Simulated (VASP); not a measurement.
# NbTe (Fm-3m) in VASP: notebook, part 2 of 2

VASP 6.6.1.

### 4 Single point, PBE, collinear spin

This run uses another cell than the first one, of 24.14 Å³/atom.

The input, INCAR:

```
SYSTEM = NbTe
  PREC = Accurate
  ENCUT = 520
  EDIFF = 1E-6
  ISMEAR = 0
  SIGMA = 0.05
  LREAL = .FALSE.
  LASPH = .TRUE.
  NELM = 150
  ALGO = Normal
  ISIF = 2
  LWAVE = .FALSE.
  LCHARG = .FALSE.
  ISPIN = 2
  MAGMOM = 2 0
  LORBIT = 11
  LMAXMIX = 4
  GGA = PE
  NBANDS = 20
```

The input, KPOINTS:

```
Automatic mesh
0
G
  6 6 6
  0 0 0
```

The input, POSCAR:

```
NbTe
1.0
    0.0000000000      2.8900000000      2.8900000000
    2.8900000000      0.0000000000      2.8900000000
    2.8900000000      2.8900000000      0.0000000000
Nb Te
1 1
Direct
    0.5000000000      0.5000000000      0.5000000000
    0.0000000000      0.0000000000      0.0000000000
```

Potentials or basis: VASP PAW PBE potentials, release 64 (Nb_sv, Te).

Run with:

```bash
$ cat potpaw_PBE.64/Nb_sv/POTCAR potpaw_PBE.64/Te/POTCAR > POTCAR
$ mpirun -np 1 vasp_std > vasp.out
```

OUTCAR:

```text
SYSTEM = NbTe
   PREC = Accurate
   ENCUT = 520
   EDIFF = 1E-6
   ISMEAR = 0
   LREAL = .FALSE.
   LASPH = .TRUE.
   NELM = 150
   ISIF = 2
   ISPIN = 2
   LORBIT = 11
   GGA = PE

 ion  position               nearest neighbor table
   1  0.500  0.500  0.500-   2 2.89   2 2.89   2 2.89   2 2.89   2 2.89   2 2.89
   2  0.000  0.000  0.000-   1 2.89   1 2.89   1 2.89   1 2.89   1 2.89   1 2.89

  LATTYP: Found a face centered cubic cell.
 ALAT       =     5.7800000000

  Lattice vectors:

 A1 = (   0.0000000000,   2.8900000000,   2.8900000000)
 A2 = (   2.8900000000,   0.0000000000,   2.8900000000)
 A3 = (   2.8900000000,   2.8900000000,   0.0000000000)

Analysis of symmetry for initial positions (statically):
=====================================================================
 Subroutine PRICEL returns:
 Original cell was already a primitive cell.

 Routine SETGRP: Setting up the symmetry group for a
 face centered cubic supercell.

 Subroutine GETGRP returns: Found 48 space group operations
 (whereof 48 operations were pure point group operations)
[... 914 lines left out ...]
     19      21.6082      0.00000
     20      22.0456      0.00000

------------------------ aborting loop because EDIFF is reached ----------------------------------------

  FORCE on cell =-STRESS in cart. coord.  units (eV):
  Direction    XX          YY          ZZ          XY          YZ          ZX
  --------------------------------------------------------------------------------------
  -------------------------------------------------------------------------------------
  Total       -0.7809232     -0.7809232     -0.7809232      0.0000000      0.0000000      0.0000000
  in kB      -25.9176352    -25.9176352    -25.9176352      0.0000000      0.0000000      0.0000000
  external PRESSURE =     -25.9176352 kB  Pullay stress =       0.0000000 kB

 VOLUME and BASIS-vectors are now :
 -----------------------------------------------------------------------------
  energy-cutoff  :      520.00
  volume of cell :       48.28
      direct lattice vectors                 reciprocal lattice vectors
     0.000000000  2.890000000  2.890000000    -0.173010381  0.173010381  0.173010381
     2.890000000  0.000000000  2.890000000     0.173010381 -0.173010381  0.173010381
     2.890000000  2.890000000  0.000000000     0.173010381  0.173010381 -0.173010381

 POSITION                                       TOTAL-FORCE (eV/Angst)
 -----------------------------------------------------------------------------------
      2.89000      2.89000      2.89000         0.000000     -0.000000     -0.000000
      0.00000      0.00000      0.00000        -0.000000      0.000000      0.000000
 -----------------------------------------------------------------------------------
    total drift:                                0.000000     -0.000000      0.000000

  FREE ENERGIE OF THE ION-ELECTRON SYSTEM (eV)
  ---------------------------------------------------
  free  energy   TOTEN  =       -12.5433470837 eV

  energy  without entropy=      -12.5370676567  energy(sigma->0) =      -12.54020737

 total charge

# of ion       s       p       d       tot
------------------------------------------
    1        2.113   5.944   2.583  10.641
    2        1.331   2.050   0.087   3.468
--------------------------------------------------
tot          3.444   7.995   2.670  14.109

 magnetization (x)

# of ion       s       p       d       tot
------------------------------------------
    1        0.015   0.006   0.948   0.969
    2       -0.001  -0.036   0.015  -0.022
--------------------------------------------------
tot          0.014  -0.031   0.963   0.947
```

OSZICAR:

```text
N       E                     dE             d eps       ncg     rms          rms(c)
DAV:   1     0.149425801863E+03    0.14943E+03   -0.90671E+03  1288   0.856E+02
DAV:   2    -0.259021011978E+01   -0.15202E+03   -0.14573E+03  1592   0.297E+02
DAV:   3    -0.125260158594E+02   -0.99358E+01   -0.97352E+01  2280   0.589E+01
DAV:   4    -0.127576299462E+02   -0.23161E+00   -0.22852E+00  1652   0.783E+00
DAV:   5    -0.127663713846E+02   -0.87414E-02   -0.87307E-02  1968   0.159E+00    0.820E+00
DAV:   6    -0.125135336156E+02    0.25284E+00   -0.12902E+00  1752   0.762E+00    0.351E+00
DAV:   7    -0.125437503261E+02   -0.30217E-01   -0.11835E-01  1632   0.272E+00    0.192E+00
DAV:   8    -0.125438757131E+02   -0.12539E-03   -0.11092E-02  1676   0.787E-01    0.101E+00
DAV:   9    -0.125431943341E+02    0.68138E-03   -0.22794E-03  1656   0.256E-01    0.226E-01
DAV:  10    -0.125433002940E+02   -0.10596E-03   -0.45687E-04  1780   0.161E-01    0.965E-02
DAV:  11    -0.125433322959E+02   -0.32002E-04   -0.61272E-05  1656   0.661E-02    0.495E-02
DAV:  12    -0.125433463045E+02   -0.14009E-04   -0.17385E-05  1568   0.333E-02    0.208E-02
DAV:  13    -0.125433479843E+02   -0.16799E-05   -0.16146E-06  1384   0.101E-02    0.406E-03
DAV:  14    -0.125433470837E+02    0.90060E-06   -0.62763E-07   872   0.706E-03
   1 F= -.12543347E+02 E0= -.12540207E+02  d E =-.627943E-02  mag=     1.2547
```

stdout:

```text
POSCAR found type information on POSCAR NbTe
 POSCAR found :  2 types and       2 ions
 scaLAPACK will be used
 LDA part: xc-table for (Slater+PW92), standard interpolation
 POSCAR, INCAR and KPOINTS ok, starting setup
 FFT: planning ... GRIDC
 FFT: planning ... GRID_SOFT
 FFT: planning ... GRID
 WAVECAR not read
 entering main loop
```

Wall time 55 s (1 thread of AMD EPYC 7R43 (Zen 3), shared host); peak memory 0.16 GiB.

What came out:

- Free energy: -12.5433 eV
- Pressure: -2.6 GPa
- Net moment: 1.25 μB per cell
- Site moments: Nb +0.97; Te -0.02 μB
- Valence electrons inside the program's atomic spheres: Nb 10.64; Te 3.47

Caveat: spin-orbit coupling is left out, which moves the levels of the heavy elements.

### 5 Single point, r2SCAN

This run uses another cell than the first one, of 25.82 Å³/atom.

The input, POSCAR:

```
NbTe
1.0
    0.0000000000      2.9557230600      2.9557230600
    2.9557230600      0.0000000000      2.9557230600
    2.9557230600      2.9557230600      0.0000000000
Nb Te
1 1
Direct
    0.5000000000      0.5000000000      0.5000000000
    0.0000000000      0.0000000000      0.0000000000
```

The input, INCAR.step1:

```
SYSTEM = NbTe
PREC = Accurate ; ENCUT = 520
ISMEAR = 0 ; SIGMA = 0.05
LREAL = .FALSE. ; LASPH = .TRUE.
NELM = 60 ; NBANDS = 16
GGA = PE ; ALGO = Normal
EDIFF = 1E-4 ; LWAVE = .TRUE.
LCHARG = .FALSE.
```

The input, INCAR.step2:

```
SYSTEM = NbTe
PREC = Accurate ; ENCUT = 520
EDIFF = 1E-6 ; ISMEAR = 0
SIGMA = 0.05 ; LREAL = .FALSE.
LASPH = .TRUE. ; NELM = 60
ALGO = Normal ; ISIF = 2
LWAVE = .FALSE. ; LCHARG = .FALSE.
METAGGA = R2SCAN ; LMIXTAU = .TRUE.
NBANDS = 16 ; ISTART = 1
```

The input, KPOINTS:

```
regular mesh
0
G
  10 10 10
  0 0 0
```

Run with:

```bash
$ cat potpaw_PBE.64/Nb_sv/POTCAR potpaw_PBE.64/Te/POTCAR > POTCAR
$ cp INCAR.step1 INCAR
$ mpirun -np 1 vasp_std > vasp.out
$ cp INCAR.step2 INCAR
$ mpirun -np 1 vasp_std > vasp.out
```

Run time: 3.8 min. Hardware: 1 thread of AMD EPYC 7R43 (Zen 3), shared host; peak memory 0.17 GiB.

The run converged. Its results:

* Free energy: -49.3669 eV
* Pressure: -9.6 GPa
* Band gap on the k mesh: zero (an odd number of electrons rules out a gap without spin polarisation)

Levels at points of the mesh, in eV from the Fermi level:
| k point | band 7 | band 8 | band 9 | band 10 | band 11 | band 12 |
| --- | --- | --- | --- | --- | --- | --- |
| (0.00, 0.00, 0.00) | -1.85 | -1.85 | -1.21 | -1.21 | -1.21 | -0.93 |
| (0.50, 0.00, 0.00) | -4.48 | -4.48 | 0.18 | 0.18 | 0.56 | 2.48 |
| (0.50, 0.50, 0.00) | -3.39 | -3.39 | -2.40 | -0.28 | 0.67 | 0.67 |

Caveat: the cell stands under tension; the PAW data sets were made with another functional, which shifts forces and pressure a little; spin-orbit coupling is left out, which moves the levels of the heavy elements.

### 6 Single point, r2SCAN, collinear spin

The input, POSCAR:

```
NbTe
1.0
    0.0000000000      2.8428240412      2.8428240412
    2.8428240412      0.0000000000      2.8428240412
    2.8428240412      2.8428240412      0.0000000000
Nb Te
1 1
Direct
    0.5000000000      0.5000000000      0.5000000000
    0.0000000000      0.0000000000      0.0000000000
```

The input, INCAR.step1:

```
SYSTEM = NbTe
  ALGO = Normal
  EDIFF = 1E-4
  ENCUT = 520
  GGA = PE
  ISMEAR = 0
  ISPIN = 2
  LASPH = .TRUE.
  LCHARG = .FALSE.
  LMAXMIX = 4
  LREAL = .FALSE.
  LWAVE = .TRUE.
  MAGMOM = 2 0
  NBANDS = 20
  NELM = 150
  PREC = Accurate
  SIGMA = 0.05
```

The input, INCAR.step2:

```
SYSTEM = NbTe
  ALGO = Normal
  EDIFF = 1E-7
  ENCUT = 520
  ISIF = 2
  ISMEAR = 0
  ISPIN = 2
  ISTART = 1
  LASPH = .TRUE.
  LCHARG = .TRUE.
  LELF = .TRUE.
  LMAXMIX = 4
  LMIXTAU = .TRUE.
  LORBIT = 11
  LREAL = .FALSE.
  LVHAR = .TRUE.
  LWAVE = .FALSE.
  MAGMOM = 2 0
  METAGGA = R2SCAN
  NBANDS = 20
  NELM = 150
  PREC = Accurate
  SIGMA = 0.05
```

The input, KPOINTS:

```
k-points
0
G
  10 10 10
  0 0 0
```

Potentials or basis: VASP PAW PBE potentials, release 64 (Nb_sv, Te).

Run with:

```bash
$ cat potpaw_PBE.64/Nb_sv/POTCAR potpaw_PBE.64/Te/POTCAR > POTCAR
$ cp INCAR.step1 INCAR
$ mpirun -np 1 vasp_std > vasp.out
$ cp INCAR.step2 INCAR
$ mpirun -np 1 vasp_std > vasp.out
```

Run time: 15 min. Hardware: 1 thread of AMD EPYC 7R43 (Zen 3), shared host; peak memory 0.21 GiB.

Results (log left out):

| Quantity | Value |
| --- | --- |
| Free energy | -49.6922 eV |
| Pressure | 6.8 GPa |
| Net moment | 2.22 μB per cell |
| Site moments | Nb +1.71; Te -0.03 μB |
| Valence electrons inside the program's atomic spheres | Nb 10.73; Te 3.59 |

Levels at points of the mesh, in eV from the Fermi level:
Spin up:
| k point | band 8 | band 9 | band 10 | band 11 | band 12 | band 13 | band 14 | band 15 |
| --- | --- | --- | --- | --- | --- | --- | --- | --- |
| (0.00, 0.00, 0.00) | -2.09 | -1.66 | -1.66 | -1.66 | -1.25 | -1.25 | 3.51 | 6.63 |
| (0.50, 0.00, 0.00) | -4.97 | -0.49 | -0.49 | 0.01 | 2.47 | 4.93 | 4.93 | 5.13 |
| (0.50, 0.50, 0.00) | -3.44 | -3.41 | -0.47 | 0.02 | 0.02 | 0.93 | 2.60 | 8.32 |
Spin down:
```
           k point  band 4  band 5  band 6  band 7  band 8  band 9  band 10  band 11  band 12  band 13
(0.00, 0.00, 0.00)  -31.58  -14.32   -1.66   -1.66   -1.66   -0.19    -0.19    -0.19    -0.11    -0.11
(0.50, 0.00, 0.00)  -31.58  -12.69   -7.05   -4.48   -4.48    1.74     1.74     2.19     2.91     5.74
(0.50, 0.50, 0.00)  -31.61  -12.96   -5.82   -3.36   -3.36   -1.89     0.73     2.22     2.51     2.51
```

Caveat: the cell stands under pressure; the PAW data sets were made with another functional, which shifts forces and pressure a little; spin-orbit coupling is left out, which moves the levels of the heavy elements.

### 7 Summary

| level | spin | cell | k mesh | gap on the mesh (eV) | pressure (GPa) | moment (μB) |
| --- | --- | --- | --- | --- | --- | --- |
| PBE | collinear | a = 4.020 Å, angles 60.0°, 2 atoms | 6 × 6 × 6 | none | -0.2 | 0.00 |
| PBE | collinear | a = 4.045 Å, angles 60.0°, 2 atoms | 6 × 6 × 6 | none | -2.0 | 0.00 |
| PBE | collinear | a = 4.087 Å, angles 60.0°, 2 atoms | 6 × 6 × 6 | none | -2.6 | 1.25 |
| r2SCAN | off | a = 4.180 Å, angles 60.0°, 2 atoms | 10 × 10 × 10 | none | -9.6 | - |
| r2SCAN | collinear | a = 4.020 Å, angles 60.0°, 2 atoms | 10 × 10 × 10 | none | 6.8 | 2.22 |

Alike in all rows: task single point; potentials or basis VASP PAW PBE potentials, release 64 (Nb_sv, Te); cutoff (eV) 520; smearing gaussian 0.05 eV.

Caveats: spin-orbit coupling is left out, which moves the levels of the heavy elements; the PAW data sets were made with another functional, which shifts forces and pressure a little (at least some runs); the cell stands under tension (at least some runs); the cell stands under pressure (at least some runs).

Absolute energies hang on the potentials; compare differences alone.
